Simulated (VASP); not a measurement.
# Pb (Im-3m) in VASP: notebook, part 2 of 2

VASP 6.6.1. Earlier steps stand in the parts before.

## Step 4: Single point, PBE-based screened hybrid with 25 % exact exchange

This run uses another cell than the first one, of 32.33 Å³/atom.

File POSCAR:

```
Pb
1.0
   -2.0067874089      2.0067874089      2.0067874089
    2.0067874089     -2.0067874089      2.0067874089
    2.0067874089      2.0067874089     -2.0067874089
Pb
1
Direct
    0.0000000000      0.0000000000      0.0000000000
```

File INCAR.step1:

```
ALGO     = Normal         # electronic algorithm
EDIFF    = 1E-5           # SCF threshold, eV
ENCUT    = 520            # plane-wave cutoff, eV
GGA      = PE             # functional
ISIF     = 2              # what is computed and relaxed
ISMEAR   = -1             # smearing method
LASPH    = True           # aspherical terms in the spheres
LCHARG   = False          # write CHGCAR
LREAL    = False          # projectors in reciprocal space
LWAVE    = True           # write WAVECAR
NBANDS   = 13             # bands
NELM     = 80             # most SCF steps
PREC     = Accurate       # precision mode
SIGMA    = 0.05           # smearing width, eV
```

File INCAR.step2:

```
AEXX     = 0.25           # exact-exchange fraction
ALGO     = Normal         # electronic algorithm
EDIFF    = 1E-6           # SCF threshold, eV
ENCUT    = 520            # plane-wave cutoff, eV
GGA      = PE             # functional
HFSCREEN = 0.3            # screening, 1/A
ISIF     = 2              # what is computed and relaxed
ISMEAR   = -1             # smearing method
ISTART   = 1            
LASPH    = True           # aspherical terms in the spheres
LCHARG   = False          # write CHGCAR
LHFCALC  = True           # exact exchange
LREAL    = False          # projectors in reciprocal space
LWAVE    = False          # write WAVECAR
NBANDS   = 13             # bands
NELM     = 80             # most SCF steps
PREC     = Accurate       # precision mode
PRECFOCK = Normal       
SIGMA    = 0.05           # smearing width, eV
```

File KPOINTS:

```
k-points
0
Gamma
  5 5 5
```

On the command line:

```bash
cat potpaw_PBE.64/Pb_d/POTCAR > POTCAR
cp INCAR.step1 INCAR
mpirun -np 1 vasp_std > vasp.out
cp INCAR.step2 INCAR
mpirun -np 1 vasp_std > vasp.out
```

It took 4.4 min on 1 thread of AMD EPYC 9R14 (Zen 4), shared host; peak memory 0.22 GiB.

Results (log left out):

* Free energy: -3.8522 eV
* Pressure: -0.1 GPa
* Band gap on the k mesh: zero (bands 7 and 8 overlap by 9.36 eV)

Levels at points of the mesh, in eV from the Fermi level:
| k point | band 4 | band 5 | band 6 | band 7 | band 8 | band 9 | band 10 | band 11 |
| --- | --- | --- | --- | --- | --- | --- | --- | --- |
| (0.00, 0.00, 0.00) | -18.80 | -18.80 | -12.62 | 7.50 | 7.50 | 7.50 | 11.41 | 11.41 |

Caveat: the k points lie up to 0.44 Å⁻¹ apart, too coarse for converged energies and pressures of a metal; the PAW data sets were made with another functional, which shifts forces and pressure a little; spin-orbit coupling is left out, which moves the levels of the heavy elements.

## Step 5: Single point, B3LYP

This run uses another cell than the first one, of 34.25 Å³/atom.

File POSCAR:

```
Pb
1.0
   -2.0458484467      2.0458484467      2.0458484467
    2.0458484467     -2.0458484467      2.0458484467
    2.0458484467      2.0458484467     -2.0458484467
Pb
1
Direct
    0.0000000000      0.0000000000      0.0000000000
```

File INCAR.step1:

```
SYSTEM = Pb
PREC = Accurate
ENCUT = 520
EDIFF = 1E-5
ISMEAR = -1
SIGMA = 0.05
LREAL = .FALSE.
LASPH = .TRUE.
NELM = 80
ALGO = Normal
ISIF = 2
LWAVE = .TRUE.
GGA = PE
NBANDS = 13
```

File INCAR.step2:

```
SYSTEM = Pb
PREC = Accurate
ENCUT = 520
EDIFF = 1E-7
ISMEAR = -1
SIGMA = 0.05
LREAL = .FALSE.
LASPH = .TRUE.
NELM = 80
ALGO = Normal
ISIF = 2
LWAVE = .FALSE.
LCHARG = .TRUE.
GGA = B3
LHFCALC = .TRUE.
AEXX = 0.2
AGGAX = 0.72
AGGAC = 0.81
ALDAC = 0.19
PRECFOCK = Normal
LELF = .TRUE.
LVHAR = .TRUE.
ISTART = 1
NBANDS = 13
```

File KPOINTS:

```
regular mesh
0
G
  5 5 5
  0 0 0
```

On the command line:

```bash
cat potpaw_PBE.64/Pb_d/POTCAR > POTCAR
cp INCAR.step1 INCAR
mpirun -np 1 vasp_std > vasp.out
cp INCAR.step2 INCAR
mpirun -np 1 vasp_std > vasp.out
```

Wall time 6.2 min (1 thread of AMD EPYC 9R14 (Zen 4), shared host); peak memory 0.14 GiB.

It converged, with:

| Property | Result |
| --- | --- |
| Free energy | -3.6761 eV |
| Pressure | 0.0 GPa |
| Band gap on the k mesh | zero (bands 7 and 8 overlap by 9.09 eV) |

Levels at points of the mesh, in eV from the Fermi level:
```csv
k point,band 5,band 6,band 7,band 8,band 9,band 10
"(0.00, 0.00, 0.00)",-18.75,-12.41,7.29,7.29,7.29,11.36
```

Caveat: the k points lie up to 0.43 Å⁻¹ apart, too coarse for converged energies and pressures of a metal; the PAW data sets were made with another functional, which shifts forces and pressure a little; spin-orbit coupling is left out, which moves the levels of the heavy elements.

## Step 6: Relaxation of cell and atoms, PBEsol-based screened hybrid with 25 % exact exchange

This run uses another cell than the first one, of 31.03 Å³/atom.

File POSCAR:

```
Pb
1.0
   -1.9796595667      1.9796595667      1.9796595667
    1.9796595667     -1.9796595667      1.9796595667
    1.9796595667      1.9796595667     -1.9796595667
Pb
1
Direct
    0.0000000000      0.0000000000      0.0000000000
```

File INCAR.step1:

```
PREC     = Accurate       # precision mode
ENCUT    = 600            # plane-wave cutoff, eV
EDIFF    = 1E-5           # SCF threshold, eV
ISMEAR   = -1             # smearing method
SIGMA    = 0.05           # smearing width, eV
LREAL    = F              # projectors in reciprocal space
LASPH    = T              # aspherical terms in the spheres
NELM     = 80             # most SCF steps
ALGO     = Normal         # electronic algorithm
LWAVE    = T              # write WAVECAR
LCHARG   = F              # write CHGCAR
GGA      = PE             # functional
NBANDS   = 13             # bands
```

File INCAR.step2:

```
PREC     = Accurate       # precision mode
ENCUT    = 600            # plane-wave cutoff, eV
EDIFF    = 1E-7           # SCF threshold, eV
ISMEAR   = -1             # smearing method
SIGMA    = 0.05           # smearing width, eV
LREAL    = F              # projectors in reciprocal space
LASPH    = T              # aspherical terms in the spheres
NELM     = 80             # most SCF steps
ALGO     = Normal         # electronic algorithm
ISIF     = 3              # what is computed and relaxed
LWAVE    = F              # write WAVECAR
LCHARG   = F              # write CHGCAR
GGA      = PS             # functional
LHFCALC  = T              # exact exchange
AEXX     = 0.25           # exact-exchange fraction
HFSCREEN = 0.207          # screening, 1/A
PRECFOCK = Normal       
IBRION   = 2              # ionic algorithm
NSW      = 60             # ionic steps
EDIFFG   = -0.01          # ionic threshold
ISTART   = 1
```

File KPOINTS:

```
regular mesh
0
Gamma
  5 5 5
```

Potentials or basis: VASP PAW PBE potentials, release 64 (Pb_d).

On the command line:

```bash
cat potpaw_PBE.64/Pb_d/POTCAR > POTCAR
cp INCAR.step1 INCAR
mpirun -np 1 vasp_std > vasp.out
cp INCAR.step2 INCAR
mpirun -np 1 vasp_std > vasp.out
```

OUTCAR:

```text
PREC = Accurate
   ENCUT = 600
   EDIFF = 1E-7
   ISMEAR = -1
   LREAL = F
   LASPH = T
   NELM = 80
   ISIF = 3
   GGA = PS
   LHFCALC = T
   AEXX = 0.25
   HFSCREEN = 0.207
   PRECFOCK = Normal
   IBRION = 2
   NSW = 60
   EDIFFG = -0.01
   ISTART = 1

 ion  position               nearest neighbor table
   1  0.000  0.000  0.000-

  LATTYP: Found a body centered cubic cell.
 ALAT       =     3.9593191334

  Lattice vectors:

 A1 = (  -1.9796595667,   1.9796595667,   1.9796595667)
 A2 = (   1.9796595667,  -1.9796595667,   1.9796595667)
 A3 = (   1.9796595667,   1.9796595667,  -1.9796595667)

Analysis of symmetry for initial positions (statically):
=====================================================================
 Subroutine PRICEL returns:
 Original cell was already a primitive cell.

 Routine SETGRP: Setting up the symmetry group for a
 body centered cubic supercell.

 Subroutine GETGRP returns: Found 48 space group operations
 (whereof 48 operations were pure point group operations)
 out of a pool of 48 trial point group operations.

The static configuration has the point symmetry O_h .

Analysis of symmetry for dynamics (positions and initial velocities):
=====================================================================
 Subroutine PRICEL returns:
 Original cell was already a primitive cell.

 Routine SETGRP: Setting up the symmetry group for a
 body centered cubic supercell.

 Subroutine GETGRP returns: Found 48 space group operations
 (whereof 48 operations were pure point group operations)
 out of a pool of 48 trial point group operations.

The dynamic configuration has the point symmetry O_h .

 Subroutine INISYM returns: Found 48 space group operations
 (whereof 48 operations are pure point group operations),
 and found     1 'primitive' translations

----------------------------------------------------------------------------------------

                                     Primitive cell

  volume of cell :      31.0336

  direct lattice vectors                    reciprocal lattice vectors
    -1.979659567  1.979659567  1.979659567     0.000000000  0.252568678  0.252568678
     1.979659567 -1.979659567  1.979659567     0.252568678  0.000000000  0.252568678
     1.979659567  1.979659567 -1.979659567     0.252568678  0.252568678  0.000000000

  length of vectors
     3.428870951  3.428870951  3.428870951     0.357186050  0.357186050  0.357186050

  position of ions in fractional coordinates (direct lattice)
     0.000000000  0.000000000  0.000000000

  ion indices of the primitive-cell ions
   primitive index   ion index
                 1           1

----------------------------------------------------------------------------------------

[... 93 lines left out ...]
 conjugate gradient relaxation of ions
 non-spin polarized calculation
  energy-cutoff  :      600.00
  volume of cell :       31.03
 maximum number of plane-waves:      1055
  NGX = 24; NGY = 24; NGZ = 24

--------------------------------------- Ionic step        1  -------------------------------------------

 number of electron      14.0000002 magnetization

 Free energy of the ion-electron system (eV)
  ---------------------------------------------------
  ext. energy  EPLUGINS =         0.00000000
  ---------------------------------------------------
  free energy    TOTEN  =        -4.27466120 eV

  energy without entropy =       -4.26492541  energy(sigma->0) =       -4.26979331

------------------------ aborting loop because EDIFF is reached ----------------------------------------

  FORCE on cell =-STRESS in cart. coord.  units (eV):
  Direction    XX          YY          ZZ          XY          YZ          ZX
  --------------------------------------------------------------------------------------
  -------------------------------------------------------------------------------------
  Total       -0.0208896     -0.0208896     -0.0208896      0.0000000      0.0000000      0.0000000
  in kB       -1.0784750     -1.0784750     -1.0784750      0.0000000      0.0000000      0.0000000
  external PRESSURE =      -1.0784750 kB  Pullay stress =       0.0000000 kB

 VOLUME and BASIS-vectors are now :
 -----------------------------------------------------------------------------
  energy-cutoff  :      600.00
  volume of cell :       31.03
      direct lattice vectors                 reciprocal lattice vectors
    -1.979659567  1.979659567  1.979659567     0.000000000  0.252568678  0.252568678
     1.979659567 -1.979659567  1.979659567     0.252568678  0.000000000  0.252568678
     1.979659567  1.979659567 -1.979659567     0.252568678  0.252568678  0.000000000

 POSITION                                       TOTAL-FORCE (eV/Angst)
 -----------------------------------------------------------------------------------
      0.00000      0.00000      0.00000        -0.000000     -0.000000      0.000000
 -----------------------------------------------------------------------------------
    total drift:                               -0.000000     -0.000000      0.000000

  FREE ENERGIE OF THE ION-ELECTRON SYSTEM (eV)
  ---------------------------------------------------
  free  energy   TOTEN  =        -4.2746612008 eV

  energy  without entropy=       -4.2649254103  energy(sigma->0) =       -4.26979331

--------------------------------------- Ionic step        2  -------------------------------------------

 number of electron      14.0000003 magnetization

 Free energy of the ion-electron system (eV)
  ---------------------------------------------------
  ext. energy  EPLUGINS =         0.00000000
  ---------------------------------------------------
  free energy    TOTEN  =        -4.27467869 eV

  energy without entropy =       -4.26502752  energy(sigma->0) =       -4.26985310

 E-fermi :   7.0440     XC(G=0):  -8.4611

 val. band max:        6.9780985910   @ k =  -0.4000   0.4000   0.4000
 cond. band min:       7.1795285296   @ k =   0.4000   0.2000   0.0000
 fundamental gap:      0.2014299386
 Fermi energy:         7.0439649255

 k-point     1 :       0.0000    0.0000    0.0000
  band No.  band energies     occupation
      1     -12.0782      2.00000
      2     -12.0782      2.00000
      3     -12.0782      2.00000
      4     -11.8402      2.00000
      5     -11.8402      2.00000
      6      -6.0808      2.00000
      7      15.0948      0.00000
      8      15.0948      0.00000
      9      15.0948      0.00000
     10      18.7167      0.00000
     11      18.7167      0.00000
[... 113 lines left out ...]
 k-point    10 :      -0.4000    0.4000    0.4000
  band No.  band energies     occupation
      1     -12.1066      2.00000
      2     -12.0804      2.00000
      3     -11.7739      2.00000
      4     -11.7739      2.00000
      5     -11.7602      2.00000
      6       0.1103      2.00000
      7       6.2605      2.00000
      8       6.9781      1.57748
      9       6.9781      1.57747
     10      12.0347      0.00000
     11      14.0587      0.00000

------------------------ aborting loop because EDIFF is reached ----------------------------------------

  FORCE on cell =-STRESS in cart. coord.  units (eV):
  Direction    XX          YY          ZZ          XY          YZ          ZX
  --------------------------------------------------------------------------------------
  -------------------------------------------------------------------------------------
  Total        0.0061846      0.0061846      0.0061846      0.0000000     -0.0000000      0.0000000
  in kB        0.3202624      0.3202624      0.3202624      0.0000000     -0.0000000      0.0000000
  external PRESSURE =       0.3202624 kB  Pullay stress =       0.0000000 kB

 VOLUME and BASIS-vectors are now :
 -----------------------------------------------------------------------------
  energy-cutoff  :      600.00
  volume of cell :       30.94
      direct lattice vectors                 reciprocal lattice vectors
    -1.977664521  1.977664521  1.977664521     0.000000000  0.252823467  0.252823467
     1.977664521 -1.977664521  1.977664521     0.252823467  0.000000000  0.252823467
     1.977664521  1.977664521 -1.977664521     0.252823467  0.252823467  0.000000000

 POSITION                                       TOTAL-FORCE (eV/Angst)
 -----------------------------------------------------------------------------------
      1.97766      1.97766      1.97766        -0.000000     -0.000000     -0.000000
 -----------------------------------------------------------------------------------
    total drift:                                0.000007     -0.000004      0.000001

  FREE ENERGIE OF THE ION-ELECTRON SYSTEM (eV)
  ---------------------------------------------------
  free  energy   TOTEN  =        -4.2746786879 eV

  energy  without entropy=       -4.2650275193  energy(sigma->0) =       -4.26985310

 reached required accuracy - stopping structural energy minimisation
```

Run time: 19 min. Hardware: 1 thread of AMD EPYC 7R13 (Zen 3), shared host; peak memory 0.24 GiB.

What came out:

```yaml
Free_energy: -4.2747 eV
Relaxed_volume: 30.94 Å³/atom
Relaxed_cell: a = 3.425 Å, b = 3.425 Å, c = 3.425 Å, α = 109.47°, β = 109.47°, γ = 109.47°
Space_group_after_relaxing_to_0.1_Å: Im-3m (No. 229)
Energy_gained_by_relaxing: 0.0 meV/atom
Ionic_steps: 2
Pressure_after_relaxing: 0.0 GPa
Band_gap_on_the_k_mesh: zero (bands 7 and 8 overlap by 10.07 eV)
```

Final structure:
```cif
data_structure
_symmetry_space_group_name_H-M 'P 1'
_symmetry_Int_Tables_number 1
_cell_length_a 3.4254
_cell_length_b 3.4254
_cell_length_c 3.4254
_cell_angle_alpha 109.471
_cell_angle_beta 109.471
_cell_angle_gamma 109.471
_cell_volume 30.94
loop_
_atom_site_label
_atom_site_type_symbol
_atom_site_fract_x
_atom_site_fract_y
_atom_site_fract_z
_atom_site_occupancy
Pb1 Pb 0.00000 0.00000 0.00000 1
```

Caveat: the k points lie up to 0.45 Å⁻¹ apart in the final cell, too coarse for converged energies and pressures of a metal; the PAW data sets were made with another functional, which shifts forces and pressure a little; spin-orbit coupling is left out, which moves the levels of the heavy elements.

## Step 7: Summary

```tsv
task	level	cell	cutoff (eV)	share of exact exchange	screening parameter	gap on the mesh (eV)	pressure (GPa)
single point	PBE0	a = 3.466 Å, angles 109.5°, 1 atom	520	0.25	-	none	-0.2
single point	HSE06	a = 3.470 Å, angles 109.5°, 1 atom	520	0.25	0.2079 1/Å	none	0.0
single point	PBE-based screened hybrid with 25 % exact exchange	a = 3.476 Å, angles 109.5°, 1 atom	520	0.25	0.3 1/Å	none	-0.1
single point	B3LYP	a = 3.544 Å, angles 109.5°, 1 atom	520	0.2	-	none	0.0
relaxation of cell and atoms	PBEsol-based screened hybrid with 25 % exact exchange	relaxed from a = 3.429 Å, angles 109.5°, 1 atom	600	0.25	0.207 1/Å	none	0.0
```

Alike in all rows: potentials or basis VASP PAW PBE potentials, release 64 (Pb_d); no spin polarisation; k mesh 5 × 5 × 5; smearing fermi-dirac 0.05 eV.

Caveats: all runs use coarse meshes; the PAW data sets were made with another functional, which shifts forces and pressure a little; spin-orbit coupling is left out, which moves the levels of the heavy elements.

Total energies depend on the potentials used, so only differences within one code and one set of settings carry meaning.
